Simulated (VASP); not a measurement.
Wanted: the native input for a VASP 6.6.1 run.

- Task: single point
- Functional: PBEsol
- Potentials or basis: VASP PAW PBE potentials, release 64 (Be)
- Cutoff: 520 eV
- k mesh: 21 × 21 × 6
- Occupations: fermi-dirac, width 0.1 eV
- Spin: no spin polarisation
- Dipole correction: no
- Further INCAR settings: ALGO = Normal; EDIFF = 1e-07; NBANDS = 12

The structure of Be lies in POSCAR:

```
Be
1.0
    2.2472065555      0.0000000000      0.0000000000
   -1.1236032778      1.9461379646      0.0000000000
    0.0000000000      0.0000000000      7.1599276462
Be
4
Direct
    0.0000000000      0.0000000000      1.0000000000
    0.0000000000      0.0000000000      0.5000000000
    0.3333333333      0.6666666667      0.2500000000
    0.6666666667      0.3333333333      0.7500000000
```

The input as run:

INCAR

```
PREC = Accurate ; ENCUT = 520
EDIFF = 1E-7 ; ISMEAR = -1
SIGMA = 0.1 ; LREAL = F
LASPH = T ; NELM = 60
ALGO = Normal ; ISIF = 2
LWAVE = F ; LCHARG = F
GGA = PS ; NBANDS = 12
```

KPOINTS

```
Automatic mesh
0
Gamma
  21 21 6
```

Potentials or basis: VASP PAW PBE potentials, release 64 (Be).

Launch:

```bash
$ cat potpaw_PBE.64/Be/POTCAR > POTCAR
$ mpirun -np 1 vasp_std > vasp.out
```

Results of the run:

```
Pressure               : 0.4 GPa
Band gap on the k mesh : zero (bands 4 and 5 overlap by 1.63 eV)
```

Caveat: the PAW data sets were made with another functional, which shifts forces and pressure a little.

Wall time 32 s on 1 thread of Intel(R) Xeon(R) Platinum 8488C (Sapphire Rapids), with other jobs on the host, peak memory 0.18 GiB.
